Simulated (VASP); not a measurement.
# MoS2 (P-1) in VASP: a series of runs

The runs below take MoS2 through electric field gradients, with LDA.

All numbers are computed with VASP 6.6.1; they aren't measurements. Logs are shortened: lines on timing, memory, paths and dates and some standing lists are left out, and cuts for length are marked.

**1. The cell of the first run**

The typed cell holds 6 atoms: a = 3.161 Å, b = 3.134 Å, c = 12.296 Å, α = 89.57°, β = 88.85°, γ = 119.13°.

**2. Electric field gradients, LDA (equal xy, yz and zx shear strains of +2 %)**

File INCAR:

```
PREC = Accurate
ENCUT = 520
EDIFF = 1E-8
ISMEAR = -1
SIGMA = 0.03
LREAL = F
LASPH = T
NELM = 100
ALGO = Normal
ISIF = 2
LWAVE = F
LCHARG = F
LEFG = T
NBANDS = 35
```

File KPOINTS:

```
Automatic mesh
0
Gamma
  10 10 3
```

File POSCAR:

```
MoS2
1.0
    3.1610016016      0.0316100160      0.0316100160
   -1.5531257239      2.7217026804      0.0115700689
    0.1229500000      0.1229500000     12.2950000000
Mo S
2 4
Direct
    0.3333333333      0.6666666667      0.2500000000
    0.6666666667      0.3333333333      0.7500000000
    0.3333333333      0.6666666667      0.6275000000
    0.6666666667      0.3333333333      0.1275000000
    0.3333333333      0.6666666667      0.8725000000
    0.6666666667      0.3333333333      0.3725000000
```

Potentials or basis: VASP PAW LDA potentials, release 64 (Mo_sv, S).

Run with:

```console
$ cat potpaw_LDA.64/Mo_sv/POTCAR potpaw_LDA.64/S/POTCAR > POTCAR
$ mpirun -np 1 vasp_std > vasp.out
```

OUTCAR:

```text
PREC = Accurate
   ENCUT = 520
   EDIFF = 1E-8
   ISMEAR = -1
   LREAL = F
   LASPH = T
   NELM = 100
   ISIF = 2

 ion  position               nearest neighbor table
   1  0.333  0.667  0.250-   4 2.34   4 2.35   6 2.35   6 2.36   6 2.39   4 2.41
   2  0.667  0.333  0.750-   5 2.34   5 2.35   3 2.35   3 2.36   3 2.39   5 2.41
   3  0.333  0.667  0.627-   2 2.35   2 2.36   2 2.39
   4  0.667  0.333  0.127-   1 2.34   1 2.35   1 2.41
   5  0.333  0.667  0.873-   2 2.34   2 2.35   2 2.41
   6  0.667  0.333  0.373-   1 2.35   1 2.36   1 2.39

  LATTYP: Found a triclinic cell.
 ALAT       =     5.4755628510
 B/A-ratio  =     0.5723042227
 C/A-ratio  =     2.2456557934
 COS(alpha) =     0.0074204947
 COS(beta)  =     0.0200959808
 COS(gamma) =     0.8635246262

  Lattice vectors:

 A1 = (   0.0547501538,   5.4750153768,   0.0547501538)
 A2 = (  -1.5531257239,   2.7217026804,   0.0115700689)
 A3 = (   0.1229500000,   0.1229500000,  12.2950000000)

Analysis of symmetry for initial positions (statically):
=====================================================================
 Subroutine PRICEL returns:
 Original cell was already a primitive cell.

 Routine SETGRP: Setting up the symmetry group for a
 triclinic supercell.

 Subroutine GETGRP returns: Found  2 space group operations
 (whereof  2 operations were pure point group operations)
 out of a pool of  2 trial point group operations.

The static configuration has the point symmetry S_2 .

Analysis of symmetry for dynamics (positions and initial velocities):
=====================================================================
 Subroutine PRICEL returns:
 Original cell was already a primitive cell.

 Routine SETGRP: Setting up the symmetry group for a
 triclinic supercell.

 Subroutine GETGRP returns: Found  2 space group operations
 (whereof  2 operations were pure point group operations)
 out of a pool of  2 trial point group operations.

The dynamic configuration has the point symmetry S_2 .

 Subroutine INISYM returns: Found  2 space group operations
 (whereof  2 operations are pure point group operations),
 and found     1 'primitive' translations

----------------------------------------------------------------------------------------

                                     Primitive cell

  volume of cell :     106.3602

  direct lattice vectors                    reciprocal lattice vectors
     3.161001602  0.031610016  0.031610016     0.314609327  0.179551212 -0.004941605
    -1.553125724  2.721702680  0.011570069    -0.003617506  0.365368128 -0.003617506
     0.122950000  0.122950000 12.295000000    -0.000805445 -0.000805445  0.081349984

  length of vectors
     3.161317686  3.133687742 12.296229439     0.362273496  0.365403943  0.081357959

  position of ions in fractional coordinates (direct lattice)
     0.333333333  0.666666667  0.250000000
     0.666666667  0.333333333  0.750000000
     0.333333333  0.666666667  0.627500000
     0.666666667  0.333333333  0.127500000
     0.333333333  0.666666667  0.872500000
     0.666666667  0.333333333  0.372500000

  ion indices of the primitive-cell ions
   primitive index   ion index
                 1           1
                 2           2
                 3           3
                 4           4
                 5           5
                 6           6

----------------------------------------------------------------------------------------

 KPOINTS: Automatic mesh

Automatic generation of k-mesh.
 Grid dimensions read from file:
 generate k-points for:   10   10    3

 Generating k-lattice:

  Cartesian coordinates                     Fractional coordinates (reciprocal lattice)
[... 53 lines left out ...]
   ICHARG =      2    charge: 1-file 2-atom 10-const
   ISPIN  =      1    spin polarized calculation?
   LNONCOLLINEAR =      F non collinear calculations
   LSORBIT =      F    spin-orbit coupling
   LASPH  =      T    aspherical Exc in radial PAW
   ENCUT  =  520.0 eV  38.22 Ry    6.18 a.u.   5.88  5.83 22.86*2*pi/ulx,y,z
   NELM   =    100;   NELMIN=  2; NELMDL= -5     # of ELM steps
   EDIFF  = 0.1E-07   stopping-criterion for ELM
   LREAL  =      F    real-space projection
   EDIFFG = 0.1E-06   stopping-criterion for IOM
   NSW    =      0    number of steps for IOM
   IBRION =     -1    ionic relax: 0-MD 1-quasi-New 2-CG
   NFREE  =      0    steps in history (QN), initial steepest desc. (CG)
   ISIF   =      2    stress and relaxation
   ISYM   =      2    0-nonsym 1-usesym 2-fastsym
   POTIM  = 0.5000    time-step for ionic-motion
   TEBEG  =    0.0;   TEEND  =   0.0 temperature during run
   PSTRESS=    0.0 pullay stress
   NELECT =      52.0000    total number of electrons
   NUPDOWN=      -1.0000    fix difference up-down
   EMIN   =  10.00;   EMAX   =-10.00  energy-range for DOS
   EFERMI =   0.00;   METHOD = LEGACY
   ISMEAR =    -1;   SIGMA  =   0.03  broadening in eV -4-tet -1-fermi 0-gaus
   EFERMI_NEDOS =   21; number of points for ismear=-14 and -15
   IALGO  =     38    algorithm
   IMIX   =      4    mixing-type and parameters
     AMIX     =   0.40;   BMIX     =  1.00
     AMIX_MAG =   1.60;   BMIX_MAG =  1.00
  volume/ion in A,a.u.               =      17.73       119.63
  Fermi-wavevector in a.u.,A,eV,Ry     =   1.289683  2.437147 22.630320  1.663282
  Thomas-Fermi vector in A             =   2.421561
   LORBIT       =      0    0 simple, 1 ext, 2 COOP (PROOUT), +10 PAW based schemes
   GGA     = CA    functional components
   LHFCALC =     F    Hartree Fock is set to
   AEXX    =    0.0000 exact exchange contribution
   IVDW    =     0    specifies the selected vdW correction
   LEPSILON=     F    determine dielectric tensor
   LRPA    =     F    only Hartree local field effects (RPA)
 non-spin polarized calculation
  energy-cutoff  :      520.00
  volume of cell :      106.36
 maximum number of plane-waves:      2892
   NGX = 11   NGY = 11   NGZ = 45

 number of electron      51.9999999 magnetization

 Free energy of the ion-electron system (eV)
  ---------------------------------------------------
  ext. energy  EPLUGINS =         0.00000000
  ---------------------------------------------------
  free energy    TOTEN  =       -48.81860534 eV

  energy without entropy =      -48.81860531  energy(sigma->0) =      -48.81860533

 E-fermi :   7.9795     XC(G=0): -11.0904

 val. band max:        7.6109768780   @ k =   0.0000   0.0000   0.0000
 cond. band min:       8.4192206220   @ k =   0.3000   0.3000   0.0000
 fundamental gap:      0.8082437440
 Fermi energy:         7.9794609627

 k-point     1 :       0.0000    0.0000    0.0000
  band No.  band energies     occupation
      1     -53.7035      2.00000
      2     -53.7035      2.00000
      3     -28.0822      2.00000
      4     -28.0821      2.00000
      5     -27.8645      2.00000
      6     -27.8645      2.00000
[... 901 lines left out ...]
     34      11.1589      0.00000
     35      15.2733      0.00000

 [... further k-points ...]

------------------------ aborting loop because EDIFF is reached ----------------------------------------

  FORCE on cell =-STRESS in cart. coord.  units (eV):
  Direction    XX          YY          ZZ          XY          YZ          ZX
  --------------------------------------------------------------------------------------
  -------------------------------------------------------------------------------------
  Total       -0.6041707     -0.5815628      3.9312860     -1.1387623     -1.9661944     -1.9669710
  in kB       -9.1010413     -8.7604835     59.2196807    -17.1539641    -29.6181463    -29.6298449
  external PRESSURE =      13.7860520 kB  Pullay stress =       0.0000000 kB

 VOLUME and BASIS-vectors are now :
 -----------------------------------------------------------------------------
  energy-cutoff  :      520.00
  volume of cell :      106.36
      direct lattice vectors                 reciprocal lattice vectors
     3.161001602  0.031610016  0.031610016     0.314609327  0.179551212 -0.004941605
    -1.553125724  2.721702680  0.011570069    -0.003617506  0.365368128 -0.003617506
     0.122950000  0.122950000 12.295000000    -0.000805445 -0.000805445  0.081349984

 POSITION                                       TOTAL-FORCE (eV/Angst)
 -----------------------------------------------------------------------------------
      0.04899      1.85574      3.09200        -0.136776      0.005902      0.031281
      1.68184      1.02052      9.24618         0.136776     -0.005902     -0.031281
      0.09540      1.90216      7.73336         0.240455      0.311589     -0.769770
      1.60530      0.94398      1.59254         0.376993      0.305617     -0.801622
      0.12552      1.93228     10.74564        -0.376993     -0.305617      0.801622
      1.63542      0.97411      4.60482        -0.240455     -0.311589      0.769770
 -----------------------------------------------------------------------------------
    total drift:                                0.000000     -0.000000     -0.000000

  FREE ENERGIE OF THE ION-ELECTRON SYSTEM (eV)
  ---------------------------------------------------
  free  energy   TOTEN  =       -48.8186053415 eV

  energy  without entropy=      -48.8186053129  energy(sigma->0) =      -48.81860533

 Electric field gradients (V/A^2)
---------------------------------------------------------------------
 ion       V_xx      V_yy      V_zz      V_xy      V_xz      V_yz
---------------------------------------------------------------------
   1      48.392    47.948   -96.340    10.746    18.277    18.272
   2      48.392    47.948   -96.340    10.746    18.277    18.272
   3      29.110    33.683   -62.793    -1.692     3.194     4.690
   4      33.672    29.318   -62.990     2.767     6.140     4.642
   5      33.672    29.318   -62.990     2.767     6.140     4.642
   6      29.110    33.683   -62.793    -1.692     3.194     4.690
---------------------------------------------------------------------

 Electric field gradients after diagonalization (V/A^2)
 (convention: |V_zz| > |V_xx| > |V_yy|)
----------------------------------------------------------------------
 ion       V_xx      V_yy      V_zz     asymmetry (V_yy - V_xx)/ V_zz
----------------------------------------------------------------------
   1      63.107    37.422  -100.529       0.255
   2      63.107    37.422  -100.529       0.255
   3      34.368    28.768   -63.136       0.089
   4      35.596    27.997   -63.593       0.119
   5      35.596    27.997   -63.593       0.119
   6      34.368    28.768   -63.136       0.089
----------------------------------------------------------------------

           NMR quadrupolar parameters

 Cq : quadrupolar parameter    Cq=e*Q*V_zz/h
 eta: asymmetry parameters     (V_yy - V_xx)/ V_zz
 Q  : nuclear electric quadrupole moment in mb (millibarn)
----------------------------------------------------------------------
 ion       Cq(MHz)       eta       Q (mb)
----------------------------------------------------------------------
   1      -0.243       0.255       1.000
   2      -0.243       0.255       1.000
   3      -0.153       0.089       1.000
   4      -0.154       0.119       1.000
   5      -0.154       0.119       1.000
   6      -0.153       0.089       1.000
----------------------------------------------------------------------
```

Run time: 11 min. Hardware: 1 thread of Intel Xeon Platinum 8488C (Sapphire Rapids), shared host; peak memory 0.5 GiB.

What came out:

* Free energy: -48.8186 eV
* Pressure: 1.4 GPa
* Largest force: 0.937 eV/Å
* Band gap on the k mesh: 0.81 eV (least direct gap 1.81 eV)
* Largest electric field gradient by atom: Mo -100.5; S -63.1, -63.6 (each value once) V/Å²

Forces in eV/Å, atoms in the order of the input:
```
Mo  -0.137  0.006  0.031
Mo   0.137 -0.006 -0.031
S    0.240  0.312 -0.770
S    0.377  0.306 -0.802
S   -0.377 -0.306  0.802
S   -0.240 -0.312  0.770
```

Stress tensor (GPa, compression positive):
```
-0.91 -1.72 -2.96
-1.72 -0.88 -2.96
-2.96 -2.96  5.92
```

Levels at points of the mesh, in eV from the valence-band top:
| k point | band 23 | band 24 | band 25 | band 26 | band 27 | band 28 | band 29 | band 30 |
| --- | --- | --- | --- | --- | --- | --- | --- | --- |
| (0.00, 0.00, 0.00) | -2.54 | -1.30 | -1.19 | 0.00 | 1.85 | 1.87 | 2.02 | 2.06 |
| (0.50, 0.00, 0.00) | -1.92 | -1.77 | -1.64 | -1.48 | 1.36 | 1.41 | 1.85 | 2.03 |
| (0.00, 0.50, 0.00) | -2.02 | -1.87 | -1.59 | -1.45 | 1.35 | 1.39 | 1.88 | 2.08 |
| (0.50, 0.50, 0.00) | -2.13 | -1.97 | -1.55 | -1.41 | 1.37 | 1.41 | 1.87 | 2.10 |

Electric field gradients, principal values (V/Å²):
```tsv
atom	least	middle	greatest (by size)
1 Mo	37.422	63.107	-100.529
2 Mo	37.422	63.107	-100.529
3 S	28.768	34.368	-63.136
4 S	27.997	35.596	-63.593
5 S	27.997	35.596	-63.593
6 S	28.768	34.368	-63.136
```

Caveat: the cell differs from its parent crystal (equal xy, yz and zx shear strains of +2 %); without QUAD_EFG the Cq values of the log hold for a quadrupole moment of 1 mb, not for the nuclei; an odd mesh through Γ misses points on the zone boundary, where band edges can lie.

(Continued in part 2 of 2.)
